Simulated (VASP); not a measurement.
Write the native input for VASP 6.6.1 that does the following.

| Quantity | Value |
| --- | --- |
| Task | relaxation of cell and atoms |
| Functional | PBE |
| Potentials or basis | VASP PAW PBE potentials, release 64 (Hf_pv, Si) |
| Cutoff | 600 eV |
| k mesh | 12 × 12 × 6 |
| Occupations | gaussian, width 0.1 eV |
| Spin | no spin polarisation |
| Dipole correction | no |
| Further INCAR settings | ALGO = Normal; EDIFF = 1e-06; IBRION = 2; EDIFFG = -0.01; NSW = 100; ISIF = 3 |

The structure of Hf2Si3 lies in POSCAR:

```
Hf2Si3
1.0
    4.1442166618      0.0000000000      0.0000000000
   -2.0721083309      3.5889969079      0.0000000000
    0.0000000000      0.0000000000      7.7897998795
Hf Si
2 3
Direct
    0.0000000000      0.0000000000      0.6823082704
    0.0000000000      0.0000000000      0.3176917296
    0.3333333333      0.6666666667      0.0000000000
    0.6666666667      0.3333333333      0.0000000000
    0.0000000000      0.0000000000      0.0000000000
```

The cell was built from a structure type or drawn by symmetry, and may not be a known phase.

These files were run (other wordings do the same):

INCAR

```
SYSTEM = Hf2Si3
PREC = Accurate ; ENCUT = 600
EDIFF = 1E-6 ; ISMEAR = 0
SIGMA = 0.1 ; LREAL = .FALSE.
LASPH = .TRUE. ; NELM = 100
ALGO = Normal ; ISIF = 3
LWAVE = .FALSE. ; LCHARG = .FALSE.
GGA = PE ; IBRION = 2
NSW = 100 ; EDIFFG = -0.01
```

KPOINTS

```
Automatic mesh
0
G
  12 12 6
  0 0 0
```

Potentials or basis: VASP PAW PBE potentials, release 64 (Hf_pv, Si).

Launch:

```console
$ cat potpaw_PBE.64/Hf_pv/POTCAR potpaw_PBE.64/Si/POTCAR > POTCAR
$ mpirun -np 1 vasp_std > vasp.out
```

Results of the run:

```json
{
  "Relaxed volume": "23.21 Å³/atom",
  "Relaxed cell": "a = 4.140 Å, b = 4.140 Å, c = 7.818 Å, α = 90.00°, β = 90.00°, γ = 120.00°",
  "Space group after relaxing (to 0.1 Å)": "P6/mmm (No. 191)",
  "Energy gained by relaxing": "0.3 meV/atom",
  "Ionic steps": "4",
  "Pressure after relaxing": "0.0 GPa",
  "Largest force after relaxing": "0.003 eV/Å",
  "Band gap on the k mesh": "zero (bands 16 and 17 overlap by 1.75 eV)"
}
```

Caveat: spin-orbit coupling is left out, which moves the levels of the heavy elements.

It took 5.6 min on 1 thread of Intel(R) Xeon(R) 6975P-C (Granite Rapids), on a shared host, peak memory 0.42 GiB.
